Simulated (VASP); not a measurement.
Wanted: the native input for a VASP 6.6.1 run.

| Property | Result |
| --- | --- |
| Task | single point |
| Functional | PBE |
| Potentials or basis | VASP PAW PBE potentials, release 64 (Cd, Te) |
| Cutoff | 500 eV |
| k mesh | 6 × 6 × 6 |
| Occupations | gaussian, width 0.2 eV |
| Spin | no spin polarisation |
| Dipole correction | no |
| Further INCAR settings | ALGO = Normal; EDIFF = 1e-06; NBANDS = 16 |

The structure of CdTe lies in POSCAR:

```
CdTe
1.0
   -2.1747806800      2.1747806800      3.0389961100
    2.1747806800     -2.1747806800      3.0389961100
    2.1747806800      2.1747806800     -3.0389961100
Cd Te
1 1
Direct
    0.0000000000      0.0000000000      0.0000000000
    0.5000000000      0.5000000000      0.0000000000
```

One way to write it, as run:

INCAR

```
SYSTEM = CdTe
  PREC = Accurate
  ENCUT = 500
  EDIFF = 1E-6
  ISMEAR = 0
  SIGMA = 0.2
  LREAL = .False.
  LASPH = .True.
  NELM = 120
  ALGO = Normal
  ISIF = 2
  LWAVE = .False.
  LCHARG = .False.
  GGA = PE
  NBANDS = 16
  GGA_COMPAT = .False.
```

KPOINTS

```
Automatic mesh
0
Gamma
  6 6 6
  0 0 0
```

Potentials or basis: VASP PAW PBE potentials, release 64 (Cd, Te).

Command:

```console
$ cat potpaw_PBE.64/Cd/POTCAR potpaw_PBE.64/Te/POTCAR > POTCAR
$ mpirun -np 1 vasp_std > vasp.out
```

It gave:

```json
{
 "Pressure": "0.2 GPa",
 "Band gap on the k mesh": "zero (band 9 reaches 3.91 eV, above the bottom of band 10 at 2.52 eV)"
}
```

Caveat: spin-orbit coupling is left out, which moves the levels of the heavy elements.

It took 10 s on 1 thread of Intel(R) Xeon(R) 6975P-C (Granite Rapids) (shared host), peak memory 0.19 GiB.
